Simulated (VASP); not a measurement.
# NaF (Villiaumite) (Fm-3m) in VASP: further runs

Runs on NaF (Villiaumite). Level: r2SCAN. Tasks: relaxation of the atoms.

Program: VASP 6.6.1. These are calculated values, not measurements. Logs are shortened: lines on timing, memory, paths and dates and some standing lists are left out, and cuts for length are marked.

### Step 1. The cell of the first run

The structure is cubic, space group Fm-3m (No. 225). Conventional cell: a = 4.626 Å, b = 4.626 Å, c = 4.626 Å, α = 90.00°, β = 90.00°, γ = 90.00°. Within 3.1 Å of Na (site symmetry m-3m) lie 6 F at 2.31 Å. F (site symmetry m-3m) has 6 Na at 2.31 Å within 3.1 Å.

### Step 2. Relaxation of the atoms, r2SCAN

Contents of POSCAR:

```
NaF
1.0
    0.0000000000      2.3127652100      2.3127652100
    2.3127652100      0.0000000000      2.3127652100
    2.3127652100      2.3127652100      0.0000000000
Na F
1 1
Direct
    0.0000000000      0.0000000000      0.0000000000
    0.5000000000      0.5000000000      0.5000000000
```

Contents of INCAR.step1:

```
PREC = Accurate
ENCUT = 520
ISMEAR = -1
SIGMA = 0.02
LREAL = False
LASPH = True
NELM = 80
GGA = PE
ALGO = Normal
EDIFF = 1E-4
LWAVE = True
LCHARG = False
```

Contents of INCAR.step2:

```
PREC = Accurate
ENCUT = 520
EDIFF = 1E-6
ISMEAR = -1
SIGMA = 0.02
LREAL = False
LASPH = True
NELM = 80
ALGO = Normal
ISIF = 2
LWAVE = False
LCHARG = False
METAGGA = R2SCAN
LMIXTAU = True
IBRION = 2
NSW = 50
EDIFFG = -0.01
ISTART = 1
```

Contents of KPOINTS:

```
regular mesh
0
Gamma
  10 10 10
```

Potentials or basis: VASP PAW PBE potentials, release 64 (Na_pv, F).

On the command line:

```
cat potpaw_PBE.64/Na_pv/POTCAR potpaw_PBE.64/F/POTCAR > POTCAR
cp INCAR.step1 INCAR
mpirun -np 1 vasp_std > vasp.out
cp INCAR.step2 INCAR
mpirun -np 1 vasp_std > vasp.out
```

OUTCAR:

```text
PREC = Accurate
   ENCUT = 520
   EDIFF = 1E-6
   ISMEAR = -1
   LREAL = False
   LASPH = True
   NELM = 80
   ISIF = 2
   METAGGA = R2SCAN
   IBRION = 2
   NSW = 50
   EDIFFG = -0.01
   ISTART = 1

 ion  position               nearest neighbor table
   1  0.000  0.000  0.000-   2 2.31   2 2.31   2 2.31   2 2.31   2 2.31   2 2.31
   2  0.500  0.500  0.500-   1 2.31   1 2.31   1 2.31   1 2.31   1 2.31   1 2.31

  LATTYP: Found a face centered cubic cell.
 ALAT       =     4.6255304200

  Lattice vectors:

 A1 = (   0.0000000000,   2.3127652100,   2.3127652100)
 A2 = (   2.3127652100,   0.0000000000,   2.3127652100)
 A3 = (   2.3127652100,   2.3127652100,   0.0000000000)

Analysis of symmetry for initial positions (statically):
=====================================================================
 Subroutine PRICEL returns:
 Original cell was already a primitive cell.

 Routine SETGRP: Setting up the symmetry group for a
 face centered cubic supercell.

 Subroutine GETGRP returns: Found 48 space group operations
 (whereof 48 operations were pure point group operations)
 out of a pool of 48 trial point group operations.

The static configuration has the point symmetry O_h .

Analysis of symmetry for dynamics (positions and initial velocities):
=====================================================================
 Subroutine PRICEL returns:
 Original cell was already a primitive cell.

 Routine SETGRP: Setting up the symmetry group for a
 face centered cubic supercell.

 Subroutine GETGRP returns: Found 48 space group operations
 (whereof 48 operations were pure point group operations)
 out of a pool of 48 trial point group operations.

The dynamic configuration has the point symmetry O_h .

 Subroutine INISYM returns: Found 48 space group operations
 (whereof 48 operations are pure point group operations),
 and found     1 'primitive' translations

----------------------------------------------------------------------------------------

                                     Primitive cell

  volume of cell :      24.7414

  direct lattice vectors                    reciprocal lattice vectors
     0.000000000  2.312765210  2.312765210    -0.216191422  0.216191422  0.216191422
     2.312765210  0.000000000  2.312765210     0.216191422 -0.216191422  0.216191422
     2.312765210  2.312765210  0.000000000     0.216191422  0.216191422 -0.216191422

  length of vectors
     3.270743927  3.270743927  3.270743927     0.374454527  0.374454527  0.374454527

  position of ions in fractional coordinates (direct lattice)
     0.000000000  0.000000000  0.000000000
     0.500000000  0.500000000  0.500000000

  ion indices of the primitive-cell ions
   primitive index   ion index
                 1           1
                 2           2

----------------------------------------------------------------------------------------

 KPOINTS: regular mesh

Automatic generation of k-mesh.
 Grid dimensions read from file:
 generate k-points for:   10   10   10

 Generating k-lattice:

  Cartesian coordinates                     Fractional coordinates (reciprocal lattice)
    -0.021619142  0.021619142  0.021619142     0.100000000  0.000000000  0.000000000
     0.021619142 -0.021619142  0.021619142     0.000000000  0.100000000  0.000000000
     0.021619142  0.021619142 -0.021619142     0.000000000  0.000000000  0.100000000

  Length of vectors
     0.037445453  0.037445453  0.037445453

  Shift w.r.t. Gamma in fractional coordinates (k-lattice)
     0.000000000  0.000000000  0.000000000

 Subroutine IBZKPT returns following result:
 ===========================================

 Found     47 irreducible k-points:

 Following reciprocal coordinates:
            Coordinates               Weight
  0.000000  0.000000  0.000000      1.000000
  0.100000  0.000000  0.000000      8.000000
  0.200000  0.000000  0.000000      8.000000
  0.300000  0.000000  0.000000      8.000000
  0.400000  0.000000  0.000000      8.000000
  0.500000  0.000000  0.000000      4.000000
[... 16 lines left out ...]
  0.300000  0.300000  0.000000      6.000000
  0.400000  0.300000  0.000000     24.000000
 [... further k-points ...]
   k-points           NKPTS =     47   k-points in BZ     NKDIM =     47   number of bands    NBANDS=     11
   number of dos      NEDOS =    301   number of ions     NIONS =      2
   total plane-waves  NPLWV =  13824
   dimension x,y,z NGX =    24 NGY =   24 NGZ =   24
   dimension x,y,z NGXF=    48 NGYF=   48 NGZF=   48
   ions per type =               1   1
   NGX,Y,Z   is equivalent  to a cutoff of  12.20, 12.20, 12.20 a.u.
   NGXF,Y,Z  is equivalent  to a cutoff of  24.40, 24.40, 24.40 a.u.
 SYSTEM =  unknown system
   PREC   = accura    normal or accurate (medium, high low for compatibility)
   ISTART =      1    job   : 0-new  1-cont  2-samecut
   ICHARG =      0    charge: 1-file 2-atom 10-const
   ISPIN  =      1    spin polarized calculation?
   LNONCOLLINEAR =      F non collinear calculations
   LSORBIT =      F    spin-orbit coupling
   LASPH  =      T    aspherical Exc in radial PAW
   ENCUT  =  520.0 eV  38.22 Ry    6.18 a.u.   6.08  6.08  6.08*2*pi/ulx,y,z
   NELM   =     80;   NELMIN=  2; NELMDL=  0     # of ELM steps
   EDIFF  = 0.1E-05   stopping-criterion for ELM
   LREAL  =      F    real-space projection
   EDIFFG = -.1E-01   stopping-criterion for IOM
   NSW    =     50    number of steps for IOM
   IBRION =      2    ionic relax: 0-MD 1-quasi-New 2-CG
   NFREE  =      1    steps in history (QN), initial steepest desc. (CG)
   ISIF   =      2    stress and relaxation
   ISYM   =      2    0-nonsym 1-usesym 2-fastsym
   POTIM  = 0.5000    time-step for ionic-motion
   TEBEG  =    0.0;   TEEND  =   0.0 temperature during run
   PSTRESS=    0.0 pullay stress
   NELECT =      14.0000    total number of electrons
   NUPDOWN=      -1.0000    fix difference up-down
   EMIN   =  10.00;   EMAX   =-10.00  energy-range for DOS
   EFERMI =   0.00;   METHOD = LEGACY
   ISMEAR =    -1;   SIGMA  =   0.02  broadening in eV -4-tet -1-fermi 0-gaus
   EFERMI_NEDOS =   21; number of points for ismear=-14 and -15
   IALGO  =     38    algorithm
   IMIX   =      4    mixing-type and parameters
     AMIX     =   0.40;   BMIX     =  1.00
     AMIX_MAG =   1.60;   BMIX_MAG =  1.00
  volume/ion in A,a.u.               =      12.37        83.48
  Fermi-wavevector in a.u.,A,eV,Ry     =   1.354075  2.558830 24.946532  1.833518
  Thomas-Fermi vector in A             =   2.481277
   LORBIT       =      0    0 simple, 1 ext, 2 COOP (PROOUT), +10 PAW based schemes
   METAGGA = R2SCAN    functional components
   LHFCALC =     F    Hartree Fock is set to
   AEXX    =    0.0000 exact exchange contribution
   IVDW    =     0    specifies the selected vdW correction
   LEPSILON=     F    determine dielectric tensor
   LRPA    =     F    only Hartree local field effects (RPA)
 conjugate gradient relaxation of ions
 non-spin polarized calculation
  energy-cutoff  :      520.00
  volume of cell :       24.74
 maximum number of plane-waves:       678
   NGX = 13   NGY = 13   NGZ = 13

 number of electron      13.9999984 magnetization

 Free energy of the ion-electron system (eV)
  ---------------------------------------------------
  ext. energy  EPLUGINS =         0.00000000
  ---------------------------------------------------
  free energy    TOTEN  =       -12.59937728 eV

  energy without entropy =      -12.59937728  energy(sigma->0) =      -12.59937728

 E-fermi :  -2.3039     XC(G=0):  -9.8025

 val. band max:       -2.7015064875   @ k =   0.0000   0.0000   0.0000
 cond. band min:       4.5022626565   @ k =   0.0000   0.0000   0.0000
 fundamental gap:      7.2037691440
 Fermi energy:        -2.3039417176

 k-point     1 :       0.0000    0.0000    0.0000
  band No.  band energies     occupation
      1     -23.0062      2.00000
      2     -22.1858      2.00000
      3     -22.1853      2.00000
      4     -22.1853      2.00000
      5      -2.7016      2.00000
      6      -2.7015      2.00000
      7      -2.7015      2.00000
      8       4.5023      0.00000
      9      17.1229      0.00000
     10      17.1230      0.00000
     11      17.1230      0.00000

 k-point     2 :       0.1000    0.0000    0.0000
  band No.  band energies     occupation
      1     -23.0615      2.00000
      2     -22.1868      2.00000
      3     -22.1864      2.00000
      4     -22.1177      2.00000
      5      -2.8892      2.00000
      6      -2.7276      2.00000
      7      -2.7276      2.00000
      8       4.8571      0.00000
      9      15.7984      0.00000
     10      17.2998      0.00000
     11      17.2999      0.00000

 k-point     3 :       0.2000    0.0000    0.0000
  band No.  band energies     occupation
      1     -23.1772      2.00000
      2     -22.1896      2.00000
      3     -22.1891      2.00000
      4     -21.9687      2.00000
      5      -3.3289      2.00000
      6      -2.7954      2.00000
      7      -2.7953      2.00000
      8       5.7822      0.00000
      9      14.0541      0.00000
     10      17.7671      0.00000
     11      17.7673      0.00000
[... 267 lines left out ...]
 k-point    23 :       0.3000    0.3000    0.0000
  band No.  band energies     occupation
      1     -23.0924      2.00000
      2     -22.2188      2.00000
      3     -22.2185      2.00000
      4     -21.9983      2.00000
      5      -3.7506      2.00000
      6      -2.9770      2.00000
      7      -2.9770      2.00000
      8       7.8143      0.00000
      9      12.3518      0.00000
     10      16.4913      0.00000
     11      18.0658      0.00000

 k-point    24 :       0.4000    0.3000    0.0000
  band No.  band energies     occupation
      1     -23.0548      2.00000
      2     -22.2318      2.00000
      3     -22.2239      2.00000
      4     -22.0198      2.00000
      5      -3.8646      2.00000
      6      -3.0848      2.00000
      7      -3.0299      2.00000
      8       8.8435      0.00000
      9      11.8284      0.00000
     10      15.3315      0.00000
     11      18.1682      0.00000

 [... further k-points ...]

------------------------ aborting loop because EDIFF is reached ----------------------------------------

  FORCE on cell =-STRESS in cart. coord.  units (eV):
  Direction    XX          YY          ZZ          XY          YZ          ZX
  --------------------------------------------------------------------------------------
  -------------------------------------------------------------------------------------
  Total       -0.2580671     -0.2580671     -0.2580671      0.0000000     -0.0000000     -0.0000000
  in kB      -16.7116206    -16.7116206    -16.7116206      0.0000000     -0.0000000     -0.0000000
  external PRESSURE =     -16.7116206 kB  Pullay stress =       0.0000000 kB

 VOLUME and BASIS-vectors are now :
 -----------------------------------------------------------------------------
  energy-cutoff  :      520.00
  volume of cell :       24.74
      direct lattice vectors                 reciprocal lattice vectors
     0.000000000  2.312765210  2.312765210    -0.216191422  0.216191422  0.216191422
     2.312765210  0.000000000  2.312765210     0.216191422 -0.216191422  0.216191422
     2.312765210  2.312765210  0.000000000     0.216191422  0.216191422 -0.216191422

 POSITION                                       TOTAL-FORCE (eV/Angst)
 -----------------------------------------------------------------------------------
      0.00000      0.00000      0.00000        -0.000000     -0.000000     -0.000000
      2.31277      2.31277      2.31277         0.000000      0.000000      0.000000
 -----------------------------------------------------------------------------------
    total drift:                                0.000000     -0.000000      0.000000

  FREE ENERGIE OF THE ION-ELECTRON SYSTEM (eV)
  ---------------------------------------------------
  free  energy   TOTEN  =       -12.5993772794 eV

  energy  without entropy=      -12.5993772794  energy(sigma->0) =      -12.59937728

 reached required accuracy - stopping structural energy minimisation
```

It took 55 s on 1 thread of Oxide Virtual Turin-like, shared host; peak memory 0.11 GiB.

Results:

| Quantity | Value |
| --- | --- |
| Free energy | -12.5994 eV |
| Pressure after relaxing | -1.7 GPa |
| Band gap on the k mesh | 7.20 eV, direct |

Final structure:
```
CELL_PARAMETERS angstrom
0.00000 2.31277 2.31277
2.31277 0.00000 2.31277
2.31277 2.31277 0.00000
ATOMIC_POSITIONS crystal
Na 0.00000 0.00000 0.00000
F 0.50000 0.50000 0.50000
```

Caveat: the relaxation stopped at its first step, so nothing moved; the PAW data sets were made with another functional, which shifts forces and pressure a little. A k mesh can miss the band edges.

### Step 3. Relaxation of the atoms, r2SCAN

This run uses another cell than the first one, of 12.61 Å³/atom, 1.020 times its volume.

Contents of POSCAR:

```
NaF
1.0
    0.0000000000      2.3277835900      2.3277835900
    2.3277835900      0.0000000000      2.3277835900
    2.3277835900      2.3277835900      0.0000000000
Na F
1 1
Direct
    0.0000000000      0.0000000000      0.0000000000
    0.5000000000      0.5000000000      0.5000000000
```

Contents of INCAR.step1:

```
PREC = Accurate ; ENCUT = 520
ISMEAR = -1 ; SIGMA = 0.02
LREAL = False ; LASPH = True
NELM = 60 ; GGA = PE
ALGO = Normal ; EDIFF = 1E-4
LWAVE = True ; LCHARG = False
```

Contents of INCAR.step2:

```
PREC = Accurate ; ENCUT = 520
EDIFF = 1E-6 ; ISMEAR = -1
SIGMA = 0.02 ; LREAL = False
LASPH = True ; NELM = 60
ALGO = Normal ; ISIF = 2
LWAVE = False ; LCHARG = False
METAGGA = R2SCAN ; LMIXTAU = True
IBRION = 2 ; NSW = 50
EDIFFG = -0.01 ; ISTART = 1
```

Contents of KPOINTS:

```
Automatic mesh
0
Gamma
  10 10 10
```

Potentials or basis: VASP PAW PBE potentials, release 64 (Na_pv, F).

On the command line:

```
cat potpaw_PBE.64/Na_pv/POTCAR potpaw_PBE.64/F/POTCAR > POTCAR
cp INCAR.step1 INCAR
mpirun -np 1 vasp_std > vasp.out
cp INCAR.step2 INCAR
mpirun -np 1 vasp_std > vasp.out
```

Run time: 50 s. Hardware: 1 thread of Oxide Virtual Turin-like, shared host; peak memory 0.11 GiB.

The run converged. Its results:

```yaml
Free_energy: -12.5937 eV
Pressure_after_relaxing: -2.3 GPa
Band_gap_on_the_k_mesh: 7.09 eV, direct
```

Final structure:
```yaml
crystal:
  lattice:
    - [0.00000, 2.32778, 2.32778]
    - [2.32778, 0.00000, 2.32778]
    - [2.32778, 2.32778, 0.00000]
  atoms:
    - { symbol: Na, position: [0.00000, 0.00000, 0.00000] }
    - { symbol: F, position: [0.50000, 0.50000, 0.50000] }
```

Levels at points of the mesh, in eV from the valence-band top:
| k point | band 4 | band 5 | band 6 | band 7 | band 8 | band 9 | band 10 | band 11 |
| --- | --- | --- | --- | --- | --- | --- | --- | --- |
| (0.00, 0.00, 0.00) | -19.54 | 0.00 | 0.00 | 0.00 | 7.09 | 19.68 | 19.68 | 19.68 |
| (0.50, 0.00, 0.00) | -19.03 | -1.52 | -0.26 | -0.26 | 11.53 | 13.29 | 21.25 | 21.25 |
| (0.50, 0.50, 0.00) | -19.59 | -1.24 | -0.40 | -0.40 | 13.86 | 13.94 | 14.70 | 20.92 |

Caveat: the relaxation stopped at its first step, so nothing moved; the PAW data sets were made with another functional, which shifts forces and pressure a little. r2SCAN opens gaps a little over a GGA but as a rule still falls short of measured ones.

### Step 4. Relaxation of the atoms, r2SCAN

This run uses another cell than the first one, of 12.86 Å³/atom, 1.039 times its volume.

Contents of POSCAR:

```
NaF
1.0
    0.0000000000      2.3426106400      2.3426106400
    2.3426106400      0.0000000000      2.3426106400
    2.3426106400      2.3426106400      0.0000000000
Na F
1 1
Direct
    0.0000000000      0.0000000000      0.0000000000
    0.5000000000      0.5000000000      0.5000000000
```

Contents of INCAR.step1:

```
PREC = Accurate ; ENCUT = 520
ISMEAR = -1 ; SIGMA = 0.02
LREAL = F ; LASPH = T
NELM = 80 ; GGA = PE
ALGO = Normal ; EDIFF = 1E-4
LWAVE = T ; LCHARG = F
```

Contents of INCAR.step2:

```
PREC = Accurate ; ENCUT = 520
EDIFF = 1E-6 ; ISMEAR = -1
SIGMA = 0.02 ; LREAL = F
LASPH = T ; NELM = 80
ALGO = Normal ; ISIF = 2
LWAVE = F ; LCHARG = F
METAGGA = R2SCAN ; LMIXTAU = T
IBRION = 2 ; NSW = 50
EDIFFG = -0.01 ; ISTART = 1
```

KPOINTS is that of step 3.

On the command line:

```
cat potpaw_PBE.64/Na_pv/POTCAR potpaw_PBE.64/F/POTCAR > POTCAR
cp INCAR.step1 INCAR
mpirun -np 1 vasp_std > vasp.out
cp INCAR.step2 INCAR
mpirun -np 1 vasp_std > vasp.out
```

Run time: 86 s. Hardware: 1 thread of Oxide Virtual Turin-like, shared host; peak memory 0.13 GiB.

It converged, with:

```
Free energy             : -12.5857 eV
Pressure after relaxing : -3.3 GPa
Band gap on the k mesh  : 6.99 eV, direct
```

Final structure:
```xyz
2
Lattice="0.0000 2.3426 2.3426 2.3426 0.0000 2.3426 2.3426 2.3426 0.0000" Properties=species:S:1:pos:R:3 pbc="T T T"
Na    0.0000    0.0000    0.0000
F     2.3426    2.3426    2.3426
```

Levels at points of the mesh, in eV from the valence-band top:
| k point | band 3 | band 4 | band 5 | band 6 | band 7 | band 8 | band 9 | band 10 | band 11 |
| --- | --- | --- | --- | --- | --- | --- | --- | --- | --- |
| (0.00, 0.00, 0.00) | -19.60 | -19.60 | 0.00 | 0.00 | 0.00 | 6.99 | 19.54 | 19.54 | 19.54 |
| (0.50, 0.00, 0.00) | -19.61 | -19.09 | -1.48 | -0.25 | -0.25 | 11.41 | 13.13 | 21.04 | 21.04 |
| (0.50, 0.50, 0.00) | -19.65 | -19.65 | -1.21 | -0.39 | -0.39 | 13.77 | 13.79 | 14.51 | 20.66 |

Caveat: the relaxation stopped at its first step, so nothing moved; the PAW data sets were made with another functional, which shifts forces and pressure a little.

### Step 5. Overview

```tsv
cell	gap on the mesh (eV)	pressure (GPa)
atoms relaxed from a = 3.271 Å, angles 60.0°, 2 atoms	7.20	-1.7
atoms relaxed from a = 3.292 Å, angles 60.0°, 2 atoms	7.09	-2.3
atoms relaxed from a = 3.313 Å, angles 60.0°, 2 atoms	6.99	-3.3
```

Alike in all rows: task relaxation of the atoms; level r2SCAN; potentials or basis VASP PAW PBE potentials, release 64 (Na_pv, F); no spin polarisation; k mesh 10 × 10 × 10; cutoff (eV) 520; smearing fermi-dirac 0.02 eV.

Caveats: the relaxation stopped at its first step, so nothing moved; the PAW data sets were made with another functional, which shifts forces and pressure a little.

Total energies depend on the potentials used, so only differences within one code and one set of settings carry meaning.
